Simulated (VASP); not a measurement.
# Fe (Im-3m) in VASP: further runs

Fe is run at these levels: PBE; tasks: single point.

All numbers are computed with VASP 6.6.1; they aren't measurements. Logs are shortened: lines on timing, memory, paths and dates and some standing lists are left out, and cuts for length are marked.

### 1 The cell of the first run

Symmetry: Im-3m, No. 229, cubic system. Conventional cell: a = 2.886 Å, b = 2.886 Å, c = 2.886 Å, α = 90.00°, β = 90.00°, γ = 90.00°. Fe (site symmetry m-3m) has 14 Fe at 2.50 to 2.89 Å within 3.3 Å.

### 2 Single point, PBE

INCAR

```
PREC = Accurate
ENCUT = 520
EDIFF = 1E-6
ISMEAR = 0
SIGMA = 0.05
LREAL = F
LASPH = T
NELM = 100
ALGO = Normal
ISIF = 2
LWAVE = F
LCHARG = F
GGA = PE
NBANDS = 10
```

KPOINTS

```
regular mesh
0
Gamma
  22 22 22
```

POSCAR

```
Fe
1.0
   -1.4430000000      1.4430000000      1.4430000000
    1.4430000000     -1.4430000000      1.4430000000
    1.4430000000      1.4430000000     -1.4430000000
Fe
1
Direct
    0.0000000000      0.0000000000      0.0000000000
```

Potentials or basis: VASP PAW PBE potentials, release 64 (Fe).

Started as:

```sh
> cat potpaw_PBE.64/Fe/POTCAR > POTCAR
> mpirun -np 1 vasp_std > vasp.out
```

OUTCAR:

```text
PREC = Accurate
   ENCUT = 520
   EDIFF = 1E-6
   ISMEAR = 0
   LREAL = F
   LASPH = T
   NELM = 100
   ISIF = 2
   GGA = PE

 ion  position               nearest neighbor table
   1  0.000  0.000  0.000-

  LATTYP: Found a body centered cubic cell.
 ALAT       =     2.8860000000

  Lattice vectors:

 A1 = (  -1.4430000000,   1.4430000000,   1.4430000000)
 A2 = (   1.4430000000,  -1.4430000000,   1.4430000000)
 A3 = (   1.4430000000,   1.4430000000,  -1.4430000000)

Analysis of symmetry for initial positions (statically):
=====================================================================
 Subroutine PRICEL returns:
 Original cell was already a primitive cell.

 Routine SETGRP: Setting up the symmetry group for a
 body centered cubic supercell.

 Subroutine GETGRP returns: Found 48 space group operations
 (whereof 48 operations were pure point group operations)
 out of a pool of 48 trial point group operations.

The static configuration has the point symmetry O_h .

Analysis of symmetry for dynamics (positions and initial velocities):
=====================================================================
 Subroutine PRICEL returns:
 Original cell was already a primitive cell.

 Routine SETGRP: Setting up the symmetry group for a
 body centered cubic supercell.

 Subroutine GETGRP returns: Found 48 space group operations
 (whereof 48 operations were pure point group operations)
 out of a pool of 48 trial point group operations.

The dynamic configuration has the point symmetry O_h .

 Subroutine INISYM returns: Found 48 space group operations
 (whereof 48 operations are pure point group operations),
 and found     1 'primitive' translations

----------------------------------------------------------------------------------------

                                     Primitive cell

  volume of cell :      12.0187

  direct lattice vectors                    reciprocal lattice vectors
    -1.443000000  1.443000000  1.443000000     0.000000000  0.346500347  0.346500347
     1.443000000 -1.443000000  1.443000000     0.346500347  0.000000000  0.346500347
     1.443000000  1.443000000 -1.443000000     0.346500347  0.346500347  0.000000000

  length of vectors
     2.499349315  2.499349315  2.499349315     0.490025489  0.490025489  0.490025489

  position of ions in fractional coordinates (direct lattice)
     0.000000000  0.000000000  0.000000000

  ion indices of the primitive-cell ions
[... 73 lines left out ...]
   NELM   =    100;   NELMIN=  2; NELMDL= -5     # of ELM steps
   EDIFF  = 0.1E-05   stopping-criterion for ELM
   LREAL  =      F    real-space projection
   EDIFFG = 0.1E-04   stopping-criterion for IOM
   NSW    =      0    number of steps for IOM
   IBRION =     -1    ionic relax: 0-MD 1-quasi-New 2-CG
   NFREE  =      0    steps in history (QN), initial steepest desc. (CG)
   ISIF   =      2    stress and relaxation
   ISYM   =      2    0-nonsym 1-usesym 2-fastsym
   POTIM  = 0.5000    time-step for ionic-motion
   TEBEG  =    0.0;   TEEND  =   0.0 temperature during run
   PSTRESS=    0.0 pullay stress
   NELECT =       8.0000    total number of electrons
   NUPDOWN=      -1.0000    fix difference up-down
   EMIN   =  10.00;   EMAX   =-10.00  energy-range for DOS
   EFERMI =   0.00;   METHOD = LEGACY
   ISMEAR =     0;   SIGMA  =   0.05  broadening in eV -4-tet -1-fermi 0-gaus
   EFERMI_NEDOS =   21; number of points for ismear=-14 and -15
   IALGO  =     38    algorithm
   IMIX   =      4    mixing-type and parameters
     AMIX     =   0.40;   BMIX     =  1.00
     AMIX_MAG =   1.60;   BMIX_MAG =  1.00
  volume/ion in A,a.u.               =      12.02        81.11
  Fermi-wavevector in a.u.,A,eV,Ry     =   1.429394  2.701162 27.798962  2.043166
  Thomas-Fermi vector in A             =   2.549352
   LORBIT       =      0    0 simple, 1 ext, 2 COOP (PROOUT), +10 PAW based schemes
   GGA     = PE    functional components
   LHFCALC =     F    Hartree Fock is set to
   AEXX    =    0.0000 exact exchange contribution
   IVDW    =     0    specifies the selected vdW correction
   LEPSILON=     F    determine dielectric tensor
   LRPA    =     F    only Hartree local field effects (RPA)
 non-spin polarized calculation
 Gauss-broadening in eV      SIGMA  =   0.05
  energy-cutoff  :      520.00
  volume of cell :       12.02
 maximum number of plane-waves:       336
   NGX =  9   NGY =  9   NGZ =  9

 number of electron       7.9999995 magnetization

 Free energy of the ion-electron system (eV)
  ---------------------------------------------------
  ext. energy  EPLUGINS =         0.00000000
  ---------------------------------------------------
  free energy    TOTEN  =        -7.61758282 eV

  energy without entropy =       -7.61259769  energy(sigma->0) =       -7.61509025

 E-fermi :   5.3092     XC(G=0): -12.8478

 val. band max:        5.3072374251   @ k =   0.1364   0.1364   0.0909
 cond. band min:       5.3093393961   @ k =   0.1364   0.0455   0.0000
 fundamental gap:      0.0021019711
 Fermi energy:         5.3092152566

 k-point     1 :       0.0000    0.0000    0.0000
  band No.  band energies     occupation
      1      -2.7860      2.00000
      2       3.8304      2.00000
      3       3.8304      2.00000
      4       3.8304      2.00000
      5       5.2710      1.71963
      6       5.2711      1.71960
      7      29.6077      0.00000
      8      29.6077      0.00000
      9      29.6077      0.00000
     10      34.4926      0.00000
[... 287 lines left out ...]
 k-point    24 :       0.1364    0.0909    0.0000
  band No.  band energies     occupation
      1      -1.3079      2.00000
      2       3.5078      2.00000
      3       3.6100      2.00000
      4       4.6570      2.00000
      5       4.9888      2.00000
      6       5.3504      0.24420
      7      23.7981      0.00000
      8      25.4219      0.00000
      9      29.1822      0.00000
     10      29.9322      0.00000

 [... further k-points ...]
[... 5 lines left out ...]
  --------------------------------------------------------------------------------------
  -------------------------------------------------------------------------------------
  Total       -2.0147738     -2.0147738     -2.0147738      0.0000000      0.0000000     -0.0000000
  in kB     -268.5826106   -268.5826106   -268.5826106      0.0000000      0.0000000     -0.0000000
  external PRESSURE =    -268.5826106 kB  Pullay stress =       0.0000000 kB

 VOLUME and BASIS-vectors are now :
 -----------------------------------------------------------------------------
  energy-cutoff  :      520.00
  volume of cell :       12.02
      direct lattice vectors                 reciprocal lattice vectors
    -1.443000000  1.443000000  1.443000000     0.000000000  0.346500347  0.346500347
     1.443000000 -1.443000000  1.443000000     0.346500347  0.000000000  0.346500347
     1.443000000  1.443000000 -1.443000000     0.346500347  0.346500347  0.000000000

 POSITION                                       TOTAL-FORCE (eV/Angst)
 -----------------------------------------------------------------------------------
      0.00000      0.00000      0.00000         0.000000     -0.000000      0.000000
 -----------------------------------------------------------------------------------
    total drift:                                0.000000     -0.000000      0.000000

  FREE ENERGIE OF THE ION-ELECTRON SYSTEM (eV)
  ---------------------------------------------------
  free  energy   TOTEN  =        -7.6175828157 eV

  energy  without entropy=       -7.6125976888  energy(sigma->0) =       -7.61509025
```

stdout:

```text
POSCAR found type information on POSCAR Fe
 POSCAR found :  1 types and       1 ions
 scaLAPACK will be used
 LDA part: xc-table for (Slater+PW92), standard interpolation
 POSCAR, INCAR and KPOINTS ok, starting setup
 FFT: planning ... GRIDC
 FFT: planning ... GRID_SOFT
 FFT: planning ... GRID
 WAVECAR not read
 entering main loop
```

Run time: 27 s. Hardware: 1 thread of AMD EPYC 7R13 (Zen 3), shared host; peak memory 0.13 GiB.

What came out:

| Item | Value |
| --- | --- |
| Free energy | -7.6176 eV |
| Pressure | -26.9 GPa |
| Band gap on the k mesh | zero (band 4 reaches 6.15 eV, above the bottom of band 5 at 4.44 eV) |

Caveat: the run has no spin polarisation, though such a crystal can be magnetic.

### 3 Single point, PBE (volume scaled by 0.980)

INCAR

```
PREC     = Accurate       # precision mode
ENCUT    = 600            # plane-wave cutoff, eV
EDIFF    = 1E-6           # SCF threshold, eV
ISMEAR   = 0              # smearing method
SIGMA    = 0.05           # smearing width, eV
LREAL    = False          # projectors in reciprocal space
LASPH    = True           # aspherical terms in the spheres
NELM     = 120            # most SCF steps
ALGO     = Normal         # electronic algorithm
ISIF     = 2              # what is computed and relaxed
LWAVE    = False          # write WAVECAR
LCHARG   = False          # write CHGCAR
GGA      = PE             # functional
NBANDS   = 14             # bands
GGA_COMPAT= False
```

KPOINTS

```
Automatic mesh
0
Gamma
  22 22 22
```

POSCAR

```
Fe
1.0
   -1.3697016121      1.3697016121      1.3697016121
    1.3697016121     -1.3697016121      1.3697016121
    1.3697016121      1.3697016121     -1.3697016121
Fe
1
Direct
    0.0000000000      0.0000000000      0.0000000000
```

Potentials or basis: VASP PAW PBE potentials, release 64 (Fe_sv).

Started as:

```sh
> cat potpaw_PBE.64/Fe_sv/POTCAR > POTCAR
> mpirun -np 1 vasp_std > vasp.out
```

OUTCAR:

```text
PREC = Accurate
   ENCUT = 600
   EDIFF = 1E-6
   ISMEAR = 0
   LREAL = False
   LASPH = True
   NELM = 120
   ISIF = 2
   GGA = PE

 ion  position               nearest neighbor table
   1  0.000  0.000  0.000-

  LATTYP: Found a body centered cubic cell.
 ALAT       =     2.7394032242

  Lattice vectors:

 A1 = (  -1.3697016121,   1.3697016121,   1.3697016121)
 A2 = (   1.3697016121,  -1.3697016121,   1.3697016121)
 A3 = (   1.3697016121,   1.3697016121,  -1.3697016121)

Analysis of symmetry for initial positions (statically):
=====================================================================
 Subroutine PRICEL returns:
 Original cell was already a primitive cell.

 Routine SETGRP: Setting up the symmetry group for a
 body centered cubic supercell.

 Subroutine GETGRP returns: Found 48 space group operations
 (whereof 48 operations were pure point group operations)
 out of a pool of 48 trial point group operations.

The static configuration has the point symmetry O_h .

Analysis of symmetry for dynamics (positions and initial velocities):
=====================================================================
 Subroutine PRICEL returns:
 Original cell was already a primitive cell.

 Routine SETGRP: Setting up the symmetry group for a
 body centered cubic supercell.

 Subroutine GETGRP returns: Found 48 space group operations
 (whereof 48 operations were pure point group operations)
 out of a pool of 48 trial point group operations.

The dynamic configuration has the point symmetry O_h .

 Subroutine INISYM returns: Found 48 space group operations
 (whereof 48 operations are pure point group operations),
 and found     1 'primitive' translations

----------------------------------------------------------------------------------------

                                     Primitive cell

  volume of cell :      10.2787

  direct lattice vectors                    reciprocal lattice vectors
    -1.369701612  1.369701612  1.369701612     0.000000000  0.365043011  0.365043011
     1.369701612 -1.369701612  1.369701612     0.365043011  0.000000000  0.365043011
     1.369701612  1.369701612 -1.369701612     0.365043011  0.365043011  0.000000000

  length of vectors
     2.372392783  2.372392783  2.372392783     0.516248776  0.516248776  0.516248776

  position of ions in fractional coordinates (direct lattice)
     0.000000000  0.000000000  0.000000000

  ion indices of the primitive-cell ions
   primitive index   ion index
                 1           1

----------------------------------------------------------------------------------------

 KPOINTS: Automatic mesh

Automatic generation of k-mesh.
 Grid dimensions read from file:
 generate k-points for:   22   22   22

 Generating k-lattice:

  Cartesian coordinates                     Fractional coordinates (reciprocal lattice)
     0.000000000  0.016592864  0.016592864     0.045454545  0.000000000  0.000000000
     0.016592864  0.000000000  0.016592864     0.000000000  0.045454545  0.000000000
     0.016592864  0.016592864  0.000000000     0.000000000  0.000000000  0.045454545

  Length of vectors
     0.023465853  0.023465853  0.023465853

  Shift w.r.t. Gamma in fractional coordinates (k-lattice)
     0.000000000  0.000000000  0.000000000

 Subroutine IBZKPT returns following result:
 ===========================================

 Found    328 irreducible k-points:

 Following reciprocal coordinates:
            Coordinates               Weight
  0.000000  0.000000  0.000000      1.000000
  0.045455  0.000000  0.000000     12.000000
  0.090909  0.000000  0.000000     12.000000
  0.136364  0.000000  0.000000     12.000000
  0.181818  0.000000  0.000000     12.000000
  0.227273  0.000000  0.000000     12.000000
[... 16 lines left out ...]
  0.090909  0.090909  0.000000     24.000000
  0.136364  0.090909  0.000000     48.000000
 [... further k-points ...]
   k-points           NKPTS =    328   k-points in BZ     NKDIM =    328   number of bands    NBANDS=     14
   number of dos      NEDOS =    301   number of ions     NIONS =      1
   total plane-waves  NPLWV =   8000
   dimension x,y,z NGX =    20 NGY =   20 NGZ =   20
   dimension x,y,z NGXF=    40 NGYF=   40 NGZF=   40
   ions per type =               1
   NGX,Y,Z   is equivalent  to a cutoff of  14.02, 14.02, 14.02 a.u.
   NGXF,Y,Z  is equivalent  to a cutoff of  28.03, 28.03, 28.03 a.u.
 SYSTEM =  unknown system
   PREC   = accura    normal or accurate (medium, high low for compatibility)
   ISTART =      0    job   : 0-new  1-cont  2-samecut
   ICHARG =      2    charge: 1-file 2-atom 10-const
   ISPIN  =      1    spin polarized calculation?
   LNONCOLLINEAR =      F non collinear calculations
   LSORBIT =      F    spin-orbit coupling
   LASPH  =      T    aspherical Exc in radial PAW
   ENCUT  =  600.0 eV  44.10 Ry    6.64 a.u.   4.74  4.74  4.74*2*pi/ulx,y,z
   NELM   =    120;   NELMIN=  2; NELMDL= -5     # of ELM steps
   EDIFF  = 0.1E-05   stopping-criterion for ELM
   LREAL  =      F    real-space projection
   EDIFFG = 0.1E-04   stopping-criterion for IOM
   NSW    =      0    number of steps for IOM
   IBRION =     -1    ionic relax: 0-MD 1-quasi-New 2-CG
   NFREE  =      0    steps in history (QN), initial steepest desc. (CG)
   ISIF   =      2    stress and relaxation
   ISYM   =      2    0-nonsym 1-usesym 2-fastsym
   POTIM  = 0.5000    time-step for ionic-motion
   TEBEG  =    0.0;   TEEND  =   0.0 temperature during run
   PSTRESS=    0.0 pullay stress
   NELECT =      16.0000    total number of electrons
   NUPDOWN=      -1.0000    fix difference up-down
   EMIN   =  10.00;   EMAX   =-10.00  energy-range for DOS
   EFERMI =   0.00;   METHOD = LEGACY
   ISMEAR =     0;   SIGMA  =   0.05  broadening in eV -4-tet -1-fermi 0-gaus
   EFERMI_NEDOS =   21; number of points for ismear=-14 and -15
   IALGO  =     38    algorithm
   IMIX   =      4    mixing-type and parameters
     AMIX     =   0.40;   BMIX     =  1.00
     AMIX_MAG =   1.60;   BMIX_MAG =  1.00
  volume/ion in A,a.u.               =      10.28        69.36
  Fermi-wavevector in a.u.,A,eV,Ry     =   1.897298  3.585373 48.977427  3.599739
  Thomas-Fermi vector in A             =   2.937120
   LORBIT       =      0    0 simple, 1 ext, 2 COOP (PROOUT), +10 PAW based schemes
   GGA     = PE    functional components
   LHFCALC =     F    Hartree Fock is set to
   AEXX    =    0.0000 exact exchange contribution
   IVDW    =     0    specifies the selected vdW correction
   LEPSILON=     F    determine dielectric tensor
   LRPA    =     F    only Hartree local field effects (RPA)
 non-spin polarized calculation
 Gauss-broadening in eV      SIGMA  =   0.05
  energy-cutoff  :      600.00
  volume of cell :       10.28
 maximum number of plane-waves:       370
   NGX =  9   NGY =  9   NGZ =  9

 number of electron      16.0000018 magnetization

 Free energy of the ion-electron system (eV)
  ---------------------------------------------------
  ext. energy  EPLUGINS =         0.00000000
  ---------------------------------------------------
  free energy    TOTEN  =        -7.88252074 eV

  energy without entropy =       -7.87863960  energy(sigma->0) =       -7.88058017

 E-fermi :  13.9355     XC(G=0): -14.3805

 val. band max:       13.9340861697   @ k =   0.1818   0.0455   0.0455
 cond. band min:      13.9359704219   @ k =  -0.1818   0.3182   0.0455
 fundamental gap:      0.0018842522
 Fermi energy:        13.9354872926

 k-point     1 :       0.0000    0.0000    0.0000
  band No.  band energies     occupation
      1     -73.3636      2.00000
      2     -39.0599      2.00000
      3     -39.0599      2.00000
      4     -39.0599      2.00000
      5       4.8253      2.00000
      6      12.0710      2.00000
      7      12.0710      2.00000
      8      12.0710      2.00000
      9      13.8794      1.88727
     10      13.8794      1.88727
     11      39.0969      0.00000
     12      39.0969      0.00000
     13      39.0969      0.00000
     14      45.5091      0.00000
[... 375 lines left out ...]
 k-point    24 :       0.1364    0.0909    0.0000
  band No.  band energies     occupation
      1     -73.3216      2.00000
      2     -39.2675      2.00000
      3     -39.1166      2.00000
      4     -39.0775      2.00000
      5       6.4741      2.00000
      6      11.6517      2.00000
      7      11.7751      2.00000
      8      13.1105      2.00000
      9      13.5082      2.00000
     10      13.9846      0.16503
     11      33.9401      0.00000
     12      35.6561      0.00000
     13      39.7625      0.00000
     14      40.7874      0.00000

 [... further k-points ...]
[... 5 lines left out ...]
  --------------------------------------------------------------------------------------
  -------------------------------------------------------------------------------------
  Total        0.1012169      0.1012169      0.1012169     -0.0000000      0.0000000     -0.0000000
  in kB       15.7770506     15.7770506     15.7770506     -0.0000000      0.0000000     -0.0000000
  external PRESSURE =      15.7770506 kB  Pullay stress =       0.0000000 kB

 VOLUME and BASIS-vectors are now :
 -----------------------------------------------------------------------------
  energy-cutoff  :      600.00
  volume of cell :       10.28
      direct lattice vectors                 reciprocal lattice vectors
    -1.369701612  1.369701612  1.369701612     0.000000000  0.365043011  0.365043011
     1.369701612 -1.369701612  1.369701612     0.365043011  0.000000000  0.365043011
     1.369701612  1.369701612 -1.369701612     0.365043011  0.365043011  0.000000000

 POSITION                                       TOTAL-FORCE (eV/Angst)
 -----------------------------------------------------------------------------------
      0.00000      0.00000      0.00000        -0.000000      0.000000     -0.000000
 -----------------------------------------------------------------------------------
    total drift:                                0.000000     -0.000000      0.000000

  FREE ENERGIE OF THE ION-ELECTRON SYSTEM (eV)
  ---------------------------------------------------
  free  energy   TOTEN  =        -7.8825207409 eV

  energy  without entropy=       -7.8786395955  energy(sigma->0) =       -7.88058017
```

Wall time 28 s (1 thread of Intel Xeon Platinum 8488C (Sapphire Rapids), shared host); peak memory 0.16 GiB.

What came out:

```
Free energy            : -7.8825 eV
Pressure               : 1.6 GPa
Band gap on the k mesh : zero (band 8 reaches 15.01 eV, above the bottom of band 9 at 12.81 eV)
```

Caveat: the run has no spin polarisation, though such a crystal can be magnetic. Spin polarisation is off, so any magnetic state and its effect on volume and gap are missing.
